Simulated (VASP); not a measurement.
Here is a VASP 6.6.1 calculation.

INCAR

```
SYSTEM = Bi
ALGO     = Normal         ! electronic algorithm
EDIFF    = 1E-7           ! SCF threshold, eV
ENCUT    = 520            ! plane-wave cutoff, eV
GGA      = CA             ! functional
ISIF     = 2              ! what is computed and relaxed
ISMEAR   = 1              ! smearing method
LASPH    = .True.         ! aspherical terms in the spheres
LCHARG   = .False.        ! write CHGCAR
LREAL    = .False.        ! projectors in reciprocal space
LWAVE    = .False.        ! write WAVECAR
NBANDS   = 14             ! bands
NELM     = 80             ! most SCF steps
PREC     = Accurate       ! precision mode
SIGMA    = 0.1            ! smearing width, eV
```

The input KPOINTS:

```
k-points
0
Gamma
  8 8 8
  0 0 0
```

The input POSCAR:

```
Bi
1.0
    3.3613607602     -0.0000000186     -0.0000000322
   -1.1204535692      3.1691213229     -0.0000000322
   -1.1204535692     -1.5845606149      2.7445396002
Bi
1
Direct
    0.0000000000      0.0000000000      0.0000000000
```

Potentials or basis: VASP PAW LDA potentials, release 64 (Bi_d).

The run is started by

```bash
$ cat potpaw_LDA.64/Bi_d/POTCAR > POTCAR
$ mpirun -np 1 vasp_std > vasp.out
```

Task: Predict the pressure.

Result: 0.1 GPa.
